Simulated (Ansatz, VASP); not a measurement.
CdTe in VASP and in Ansatz

```
Cd Te
1.0
     0.00000    3.17956    3.32707
     3.17956    0.00000    3.32707
     3.17956    3.17956    0.00000
Cd Te
1 1
Direct
  0.00000 0.00000 0.00000
  0.75000 0.75000 0.75000
```

Change from the starting cell: strain -0.030 along x and y, +0.015 along z, atoms carried along.

Alike in both runs: task single point; functional r2SCAN; k mesh 8 × 8 × 8; occupations gaussian, width 0.05 eV; no spin polarisation.

|  | VASP | Ansatz |
| --- | --- | --- |
| version | VASP 6.6.1 | Ansatz 0.2.0 |
| potentials or method | VASP PAW PBE potentials, release 64 (Cd, Te), cutoff 520 eV | scalar-relativistic, plane waves, PAW |
| valence electrons in the cell | 18 | 36 |

Ansatz gave:

```
gap on the k mesh at the Fermi level (eV)                     : 1.25
least direct gap on the mesh (eV)                             : 1.25
pressure (GPa)                                                : 2.1
traceless stress, the component that is largest in VASP (GPa) : -0.51
```

Question: Estimate VASP's values.

Answer: gap on the k mesh at the Fermi level (eV): 1.25; least direct gap on the mesh (eV): 1.25; pressure (GPa): 2.2; traceless stress, the component that is largest in VASP (GPa): -0.52.

VASP's potentials were made for PBE, not for r2SCAN. With one functional, cell and mesh, what is left measures potentials, basis and numerics. VASP's potentials hold 18 valence electrons a cell and Ansatz's 36, so a difference there can come from the potentials and not from the codes.

Spin-orbit coupling is off throughout.
